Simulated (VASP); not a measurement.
## BeTe: band structure with PBEsol

BeTe:

```
Te Be
1.0
     0.00000    2.77000    2.77000
     2.77000    0.00000    2.77000
     2.77000    2.77000    0.00000
Te Be
1 1
Cartesian
  4.1550 4.1550 4.1550
  0.0000 0.0000 0.0000
```

```json
{"Program": "VASP 6.6.1", "Task": "band structure", "Functional": "PBEsol", "Potentials or basis": "VASP PAW PBE potentials, release 64 (Te, Be)", "Cutoff": "290 eV", "k mesh": "6 × 6 × 6", "Occupations": "gaussian, width 0.03 eV", "Spin": "non-collinear spin, zero start, spin-orbit coupling", "Starting moments": "[[0.0, 0.0, 0.0], [0.0, 0.0, 0.0]] μB", "Tolerance level": "standard", "Purpose": "bands", "Route": "KPOINTS_OPT", "Further INCAR settings": "ALGO = Normal; EDIFF = 1e-06; NBANDS = 32"}
```

```json
{
 "Pressure": "2.7 GPa",
 "Net moment": "0.00 μB per cell",
 "Valence electrons inside the program's atomic spheres": "Te 3.54; Be 0.99"
}
```

Moments on the atoms (μB; x, y, z):
```
Te  0.00 0.00 0.00
Be  0.00 0.00 0.00
```

It took 39 s on 1 thread of Intel(R) Xeon(R) 6975P-C (Granite Rapids), with other jobs on the host, peak memory 0.21 GiB.

Caveat: the cutoff is under 1.25 times the usual one of these potentials, so pressure, stress and relaxed cells hold a basis-set (Pulay) error; the PAW data sets were made with another functional, which shifts forces and pressure a little.
